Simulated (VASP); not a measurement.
# LiCl (F-43m) in VASP: a series of runs, part 2 of 3

VASP 6.6.1.

### 4 Single point, r2SCAN

This run uses another cell than the first one, of 20.41 Å³/atom.

Input file POSCAR:

```
LiCl
1.0
    0.0000000000      2.7330437090      2.7330437090
    2.7330437090      0.0000000000      2.7330437090
    2.7330437090      2.7330437090      0.0000000000
Li Cl
1 1
Direct
    0.0000000000      0.0000000000      0.0000000000
    0.2500000000      0.2500000000      0.2500000000
```

Input file INCAR.step1:

```
PREC = Accurate
ENCUT = 520
ISMEAR = 0
SIGMA = 0.01
LREAL = False
LASPH = True
NELM = 80
NBANDS = 12
GGA = PE
ALGO = Normal
EDIFF = 1E-4
LWAVE = True
LCHARG = False
```

Input file INCAR.step2:

```
PREC = Accurate
ENCUT = 520
EDIFF = 1E-6
ISMEAR = 0
SIGMA = 0.01
LREAL = False
LASPH = True
NELM = 80
ALGO = Normal
ISIF = 2
LWAVE = False
LCHARG = True
METAGGA = R2SCAN
LMIXTAU = True
LELF = True
LVHAR = True
NBANDS = 12
ISTART = 1
```

Input file KPOINTS:

```
regular mesh
0
Gamma
  8 8 8
```

Potentials or basis: VASP PAW PBE potentials, release 64 (Li_sv, Cl).

Command:

```sh
> cat potpaw_PBE.64/Li_sv/POTCAR potpaw_PBE.64/Cl/POTCAR > POTCAR
> cp INCAR.step1 INCAR
> mpirun -np 1 vasp_std > vasp.out
> cp INCAR.step2 INCAR
> mpirun -np 1 vasp_std > vasp.out
```

OUTCAR:

```text
PREC = Accurate
   ENCUT = 520
   EDIFF = 1E-6
   ISMEAR = 0
   LREAL = False
   LASPH = True
   NELM = 80
   ISIF = 2
   METAGGA = R2SCAN
   ISTART = 1

 ion  position               nearest neighbor table
   1  0.000  0.000  0.000-   2 2.37   2 2.37   2 2.37   2 2.37
   2  0.250  0.250  0.250-   1 2.37   1 2.37   1 2.37   1 2.37

  LATTYP: Found a face centered cubic cell.
 ALAT       =     5.4660874180

  Lattice vectors:

 A1 = (   0.0000000000,   2.7330437090,   2.7330437090)
 A2 = (   2.7330437090,   0.0000000000,   2.7330437090)
 A3 = (   2.7330437090,   2.7330437090,   0.0000000000)

Analysis of symmetry for initial positions (statically):
=====================================================================
 Subroutine PRICEL returns:
 Original cell was already a primitive cell.

 Routine SETGRP: Setting up the symmetry group for a
 face centered cubic supercell.

 Subroutine GETGRP returns: Found 24 space group operations
 (whereof 24 operations were pure point group operations)
 out of a pool of 48 trial point group operations.

The static configuration has the point symmetry T_d .

Analysis of symmetry for dynamics (positions and initial velocities):
=====================================================================
 Subroutine PRICEL returns:
 Original cell was already a primitive cell.

 Routine SETGRP: Setting up the symmetry group for a
 face centered cubic supercell.

 Subroutine GETGRP returns: Found 24 space group operations
 (whereof 24 operations were pure point group operations)
 out of a pool of 48 trial point group operations.

The dynamic configuration has the point symmetry T_d .

 Subroutine INISYM returns: Found 24 space group operations
 (whereof 24 operations are pure point group operations),
 and found     1 'primitive' translations

----------------------------------------------------------------------------------------

                                     Primitive cell

  volume of cell :      40.8291

[... 118 lines left out ...]
   LRPA    =     F    only Hartree local field effects (RPA)
 non-spin polarized calculation
 Gauss-broadening in eV      SIGMA  =   0.01
  energy-cutoff  :      520.00
  volume of cell :       40.83
 maximum number of plane-waves:      1124
 NGX is ok and might be reduce to    30
   NGX = 15   NGY = 15   NGZ = 15

 number of electron      10.0000001 magnetization

 Free energy of the ion-electron system (eV)
  ---------------------------------------------------
  ext. energy  EPLUGINS =         0.00000000
  ---------------------------------------------------
  free energy    TOTEN  =       -12.57789513 eV

  energy without entropy =      -12.57789513  energy(sigma->0) =      -12.57789513

 E-fermi :  -1.4802     XC(G=0):  -8.1599

 val. band max:       -1.5594386524   @ k =   0.0000   0.0000   0.0000
 cond. band min:       5.2105823440   @ k =   0.0000   0.0000   0.0000
 fundamental gap:      6.7700209965
 Fermi energy:        -1.4801980196

 k-point     1 :       0.0000    0.0000    0.0000
  band No.  band energies     occupation
      1     -45.6930      2.00000
      2     -14.8572      2.00000
      3      -1.5595      2.00000
      4      -1.5595      2.00000
      5      -1.5594      2.00000
      6       5.2106      0.00000
      7       9.4914      0.00000
      8       9.4914      0.00000
      9       9.4919      0.00000
     10      13.7581      0.00000
     11      13.7581      0.00000
     12      17.1331      0.00000
[... 331 lines left out ...]
 k-point    24 :      -0.3750    0.2500    0.1250
  band No.  band energies     occupation
      1     -45.6913      2.00000
      2     -14.5081      2.00000
      3      -3.3603      2.00000
      4      -2.3623      2.00000
      5      -2.0745      2.00000
      6       7.8647      0.00000
      7       8.5260      0.00000
      8      10.7477      0.00000
      9      11.1110      0.00000
     10      13.2571      0.00000
     11      15.2872      0.00000
     12      16.1509      0.00000

 [... further k-points ...]

------------------------ aborting loop because EDIFF is reached ----------------------------------------

  FORCE on cell =-STRESS in cart. coord.  units (eV):
  Direction    XX          YY          ZZ          XY          YZ          ZX
  --------------------------------------------------------------------------------------
  -------------------------------------------------------------------------------------
  Total       -0.0701600     -0.0701600     -0.0701600      0.0000000      0.0000000      0.0000000
  in kB       -2.7531553     -2.7531553     -2.7531553      0.0000000      0.0000000      0.0000000
  external PRESSURE =      -2.7531553 kB  Pullay stress =       0.0000000 kB

 VOLUME and BASIS-vectors are now :
 -----------------------------------------------------------------------------
  energy-cutoff  :      520.00
  volume of cell :       40.83
      direct lattice vectors                 reciprocal lattice vectors
     0.000000000  2.733043709  2.733043709    -0.182946214  0.182946214  0.182946214
     2.733043709  0.000000000  2.733043709     0.182946214 -0.182946214  0.182946214
     2.733043709  2.733043709  0.000000000     0.182946214  0.182946214 -0.182946214

 POSITION                                       TOTAL-FORCE (eV/Angst)
 -----------------------------------------------------------------------------------
      0.00000      0.00000      0.00000         0.000000      0.000000      0.000000
      1.36652      1.36652      1.36652        -0.000000     -0.000000     -0.000000
 -----------------------------------------------------------------------------------
    total drift:                                0.000000      0.000000      0.000000

  FREE ENERGIE OF THE ION-ELECTRON SYSTEM (eV)
  ---------------------------------------------------
  free  energy   TOTEN  =       -12.5778951327 eV

  energy  without entropy=      -12.5778951327  energy(sigma->0) =      -12.57789513
```

OUTCAR.step1:

```text
PREC = Accurate
   ENCUT = 520
   ISMEAR = 0
   LREAL = False
   LASPH = True
[... 582 lines left out ...]
      0.00000      0.00000      0.00000        -0.000000     -0.000000     -0.000000
      1.36652      1.36652      1.36652         0.000000      0.000000      0.000000
 -----------------------------------------------------------------------------------
    total drift:                               -0.000001     -0.000001     -0.000001

  FREE ENERGIE OF THE ION-ELECTRON SYSTEM (eV)
  ---------------------------------------------------
  free  energy   TOTEN  =        -7.4247436698 eV

  energy  without entropy=       -7.4247436698  energy(sigma->0) =       -7.42474367
```

OSZICAR.step1:

```text
N       E                     dE             d eps       ncg     rms          rms(c)
DAV:   1     0.436391236483E+02    0.43639E+02   -0.39823E+03   696   0.758E+02
DAV:   2    -0.448477454386E+01   -0.48124E+02   -0.46508E+02   824   0.140E+02
DAV:   3    -0.741851320511E+01   -0.29337E+01   -0.29253E+01   896   0.372E+01
DAV:   4    -0.753711562846E+01   -0.11860E+00   -0.11857E+00  1056   0.738E+00
DAV:   5    -0.753799307777E+01   -0.87745E-03   -0.87744E-03   932   0.684E-01    0.232E+00
DAV:   6    -0.741045733676E+01    0.12754E+00   -0.28351E-01   788   0.227E+00    0.172E+00
DAV:   7    -0.741330984242E+01   -0.28525E-02   -0.79366E-02   856   0.134E+00    0.102E+00
DAV:   8    -0.742468600575E+01   -0.11376E-01   -0.14457E-02   796   0.732E-01    0.199E-01
DAV:   9    -0.742474366979E+01   -0.57664E-04   -0.25123E-04   988   0.109E-01
   1 F= -.74247437E+01 E0= -.74247437E+01  d E =-.483226E-29
```

It took 1.9 min on 1 thread of Intel Xeon 8259CL, shared host; peak memory 0.17 GiB.

Results:

* Free energy: -12.5779 eV
* Band gap on the k mesh: 6.77 eV

Caveat: the cutoff is under 1.25 times the usual one of these potentials, so pressure, stress and relaxed cells hold a basis-set (Pulay) error; the PAW data sets were made with another functional, which shifts forces and pressure a little. A k mesh can miss the band edges.

### 5 Relaxation of cell and atoms, PBE

This run uses another cell than the first one, of 14.34 Å³/atom.

Input file INCAR:

```
SYSTEM = LiCl
PREC = Accurate ; ENCUT = 600
EDIFF = 1E-6 ; ISMEAR = -1
SIGMA = 0.02 ; LREAL = .FALSE.
LASPH = .TRUE. ; NELM = 60
ALGO = Normal ; ISIF = 3
LWAVE = .FALSE. ; LCHARG = .FALSE.
GGA = PE ; IBRION = 2
NSW = 80 ; EDIFFG = -0.005
```

Input file KPOINTS:

```
regular mesh
0
G
  8 8 8
  0 0 0
```

Input file POSCAR:

```
LiCl
1.0
    0.0000000000      2.4292589926      2.4292589926
    2.4292589926      0.0000000000      2.4292589926
    2.4292589926      2.4292589926      0.0000000000
Li Cl
1 1
Direct
    0.0000000000      0.0000000000      0.0000000000
    0.2500000000      0.2500000000      0.2500000000
```

Potentials or basis: VASP PAW PBE potentials, release 64 (Li_sv, Cl).

Command:

```sh
> cat potpaw_PBE.64/Li_sv/POTCAR potpaw_PBE.64/Cl/POTCAR > POTCAR
> mpirun -np 1 vasp_std > vasp.out
```

OUTCAR:

```text
SYSTEM = LiCl
   PREC = Accurate
   ENCUT = 600
   EDIFF = 1E-6
   ISMEAR = -1
   LREAL = .FALSE.
   LASPH = .TRUE.
   NELM = 60
   ISIF = 3
   GGA = PE
   IBRION = 2
   NSW = 80
   EDIFFG = -0.005

 ion  position               nearest neighbor table
   1  0.000  0.000  0.000-   2 2.10   2 2.10   2 2.10   2 2.10
   2  0.250  0.250  0.250-   1 2.10   1 2.10   1 2.10   1 2.10

  LATTYP: Found a face centered cubic cell.
 ALAT       =     4.8585179852

  Lattice vectors:

 A1 = (   0.0000000000,   2.4292589926,   2.4292589926)
 A2 = (   2.4292589926,   0.0000000000,   2.4292589926)
 A3 = (   2.4292589926,   2.4292589926,   0.0000000000)

Analysis of symmetry for initial positions (statically):
=====================================================================
 Subroutine PRICEL returns:
 Original cell was already a primitive cell.

 Routine SETGRP: Setting up the symmetry group for a
 face centered cubic supercell.

 Subroutine GETGRP returns: Found 24 space group operations
 (whereof 24 operations were pure point group operations)
 out of a pool of 48 trial point group operations.

The static configuration has the point symmetry T_d .

Analysis of symmetry for dynamics (positions and initial velocities):
=====================================================================
 Subroutine PRICEL returns:
 Original cell was already a primitive cell.

 Routine SETGRP: Setting up the symmetry group for a
 face centered cubic supercell.

 Subroutine GETGRP returns: Found 24 space group operations
 (whereof 24 operations were pure point group operations)
 out of a pool of 48 trial point group operations.

The dynamic configuration has the point symmetry T_d .

 Subroutine INISYM returns: Found 24 space group operations
 (whereof 24 operations are pure point group operations),
 and found     1 'primitive' translations

----------------------------------------------------------------------------------------

                                     Primitive cell

  volume of cell :      28.6716

  direct lattice vectors                    reciprocal lattice vectors
     0.000000000  2.429258993  2.429258993    -0.205824081  0.205824081  0.205824081
[... 94 lines left out ...]
   POTIM  = 0.5000    time-step for ionic-motion
   TEBEG  =    0.0;   TEEND  =   0.0 temperature during run
   PSTRESS=    0.0 pullay stress
   NELECT =      10.0000    total number of electrons
   NUPDOWN=      -1.0000    fix difference up-down
   EMIN   =  10.00;   EMAX   =-10.00  energy-range for DOS
   EFERMI =   0.00;   METHOD = LEGACY
   ISMEAR =    -1;   SIGMA  =   0.02  broadening in eV -4-tet -1-fermi 0-gaus
   EFERMI_NEDOS =   21; number of points for ismear=-14 and -15
   IALGO  =     38    algorithm
   IMIX   =      4    mixing-type and parameters
     AMIX     =   0.40;   BMIX     =  1.00
     AMIX_MAG =   1.60;   BMIX_MAG =  1.00
  volume/ion in A,a.u.               =      14.34        96.74
  Fermi-wavevector in a.u.,A,eV,Ry     =   1.152368  2.177659 18.067869  1.327951
  Thomas-Fermi vector in A             =   2.289019
   LORBIT       =      0    0 simple, 1 ext, 2 COOP (PROOUT), +10 PAW based schemes
   GGA     = PE    functional components
   LHFCALC =     F    Hartree Fock is set to
   AEXX    =    0.0000 exact exchange contribution
   IVDW    =     0    specifies the selected vdW correction
   LEPSILON=     F    determine dielectric tensor
   LRPA    =     F    only Hartree local field effects (RPA)
 conjugate gradient relaxation of ions
 non-spin polarized calculation
  energy-cutoff  :      600.00
  volume of cell :       28.67
 maximum number of plane-waves:       982
   NGX = 13   NGY = 13   NGZ = 13

--------------------------------------- Ionic step        1  -------------------------------------------

 number of electron      10.0000008 magnetization

 Free energy of the ion-electron system (eV)
  ---------------------------------------------------
  ext. energy  EPLUGINS =         0.00000000
  ---------------------------------------------------
  free energy    TOTEN  =        -6.81067745 eV

  energy without entropy =       -6.81067745  energy(sigma->0) =       -6.81067745

 E-fermi :   2.0357     XC(G=0):  -9.2402

 val. band max:        1.4596441664   @ k =   0.0000   0.0000   0.0000
 cond. band min:       7.6345459743   @ k =   0.5000   0.5000   0.0000
 fundamental gap:      6.1749018079
 Fermi energy:         2.0357165069

 k-point     1 :       0.0000    0.0000    0.0000
  band No.  band energies     occupation
      1     -40.9210      2.00000
      2     -12.3429      2.00000
      3       1.4596      2.00000
      4       1.4596      2.00000
      5       1.4596      2.00000
      6       9.0075      0.00000
      7      11.8632      0.00000
      8      11.8632      0.00000
      9      11.8632      0.00000
[... 455 lines left out ...]
--------------------------------------- Ionic step        6  -------------------------------------------

 number of electron      10.0000004 magnetization

 Free energy of the ion-electron system (eV)
  ---------------------------------------------------
  ext. energy  EPLUGINS =         0.00000000
  ---------------------------------------------------
  free energy    TOTEN  =        -7.41653561 eV

  energy without entropy =       -7.41653561  energy(sigma->0) =       -7.41653561

 E-fermi :  -0.7925     XC(G=0):  -7.6578

 val. band max:       -1.2392065578   @ k =   0.0000   0.0000   0.0000
 cond. band min:       4.7592314095   @ k =   0.0000   0.0000   0.0000
 fundamental gap:      5.9984379673
 Fermi energy:        -0.7924510395

 k-point     1 :       0.0000    0.0000    0.0000
  band No.  band energies     occupation
      1     -44.1314      2.00000
      2     -13.9354      2.00000
      3      -1.2392      2.00000
      4      -1.2392      2.00000
      5      -1.2392      2.00000
      6       4.7592      0.00000
      7       8.9152      0.00000
      8       8.9152      0.00000
      9       8.9152      0.00000
[... 305 lines left out ...]
  FREE ENERGIE OF THE ION-ELECTRON SYSTEM (eV)
  ---------------------------------------------------
  free  energy   TOTEN  =        -7.4165356114 eV

  energy  without entropy=       -7.4165356114  energy(sigma->0) =       -7.41653561

 reached required accuracy - stopping structural energy minimisation
```

OSZICAR:

```text
N       E                     dE             d eps       ncg     rms          rms(c)
DAV:   1     0.520343390492E+02    0.52034E+02   -0.48800E+03   522   0.116E+03
DAV:   2    -0.466030315806E+01   -0.56695E+02   -0.55929E+02   684   0.180E+02
DAV:   3    -0.686532914797E+01   -0.22050E+01   -0.22020E+01   658   0.437E+01
[... 45 lines left out ...]
DAV:   1    -0.741663698012E+01   -0.11842E-03   -0.20420E-03   523   0.331E-01    0.657E-02
DAV:   2    -0.741654495761E+01    0.92023E-04   -0.26723E-04   650   0.110E-01    0.224E-02
DAV:   3    -0.741653416431E+01    0.10793E-04   -0.42533E-05   589   0.404E-02    0.143E-02
DAV:   4    -0.741653526346E+01   -0.10991E-05   -0.10614E-06   458   0.100E-02    0.269E-03
DAV:   5    -0.741653561142E+01   -0.34796E-06   -0.24498E-07   320   0.503E-03
   6 F= -.74165356E+01 E0= -.74165356E+01  d E =-.167864E-04
```

CONTCAR:

```text
LiCl
   1.00000000000000
     0.0000000000000000    2.7491480834550432    2.7491480834550432
     2.7491480834550432    0.0000000000000000    2.7491480834550432
     2.7491480834550432    2.7491480834550432    0.0000000000000000
  Li              Cl
     1     1
Direct
     1.0000000000000000    0.0000000000000000    0.0000000000000000
     0.2500000000000000    0.2500000000000000    0.2500000000000000

  0.00000000E+00  0.00000000E+00  0.00000000E+00
  0.00000000E+00  0.00000000E+00  0.00000000E+00
```

Wall time 57 s (1 thread of Intel Xeon 8259CL, shared host); peak memory 0.15 GiB.

What came out:

| Property | Result |
| --- | --- |
| Free energy | -7.4165 eV |
| Relaxed volume | 20.78 Å³/atom |
| Relaxed cell | a = 3.888 Å, b = 3.888 Å, c = 3.888 Å, α = 60.00°, β = 60.00°, γ = 60.00° |
| Space group after relaxing (to 0.1 Å) | F-43m (No. 216) |
| Energy gained by relaxing | 302.9 meV/atom |
| Ionic steps | 6 |
| Pressure after relaxing | 0.0 GPa |
| Band gap on the k mesh | 6.00 eV |

Step by step:
```tsv
step	energy change (eV)	largest force (eV/Å)	pressure (GPa)	volume (Å³)
1	0.0000	0.0000	20.63	28.67
2	-0.5573	0.0000	3.82	37.04
3	-0.6007	0.0000	1.10	39.97
4	-0.6058	0.0000	0.11	41.33
5	-0.6058	0.0000	-0.07	41.61
6	-0.6059	0.0000	-0.03	41.56
```

Final structure:
```
CELL_PARAMETERS angstrom
0.00000 2.74915 2.74915
2.74915 0.00000 2.74915
2.74915 2.74915 0.00000
ATOMIC_POSITIONS crystal
Li 0.00000 0.00000 0.00000
Cl 0.25000 0.25000 0.25000
```

Caveat: the cutoff is under 1.25 times the usual one of these potentials, so pressure, stress and relaxed cells hold a basis-set (Pulay) error; the volume moved by over 15 % at a fixed basis, so the end points are rough. A k mesh can miss the band edges.

(Part 2 of 3 ends here.)
